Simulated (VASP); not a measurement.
Write the native input for VASP 6.6.1 that does the following.

* Task: single point
* Functional: PBE
* Potentials or basis: VASP PAW PBE potentials, release 64 (Al, Ru_pv)
* Cutoff: 520 eV
* k mesh: 12 × 12 × 12
* Occupations: fermi-dirac, width 0.05 eV
* Spin: no spin polarisation
* Dipole correction: no
* Further INCAR settings: ALGO = Normal; EDIFF = 1e-07; NBANDS = 16

The structure of AlRu lies in POSCAR:

```
AlRu
1.0
    2.9715215427      0.0000000000      0.0000000000
    0.0000000000      2.9715215427      0.0000000000
    0.0000000000      0.0000000000      2.9715215427
Al Ru
1 1
Direct
    0.0000000000      0.0000000000      0.0000000000
    0.5000000000      0.5000000000      0.5000000000
```

This cell differs from its parent crystal: volume scaled by 0.98.

These files were run (other wordings do the same):

INCAR

```
SYSTEM = AlRu
ALGO = Normal
EDIFF = 1E-7
ENCUT = 520
GGA = PE
ISIF = 2
ISMEAR = -1
LASPH = .True.
LCHARG = .False.
LREAL = .False.
LWAVE = .False.
NBANDS = 16
NELM = 60
PREC = Accurate
SIGMA = 0.05
```

KPOINTS

```
k-points
0
Gamma
  12 12 12
  0 0 0
```

Potentials or basis: VASP PAW PBE potentials, release 64 (Al, Ru_pv).

Launch:

```sh
$ cat potpaw_PBE.64/Al/POTCAR potpaw_PBE.64/Ru_pv/POTCAR > POTCAR
$ mpirun -np 1 vasp_std > vasp.out
```

Results of the run:

```json
{
 "Pressure": "7.0 GPa"
}
```

Run time: 11 s on 1 thread of Intel(R) Xeon(R) 6975P-C (Granite Rapids) (shared host), peak memory 0.16 GiB.
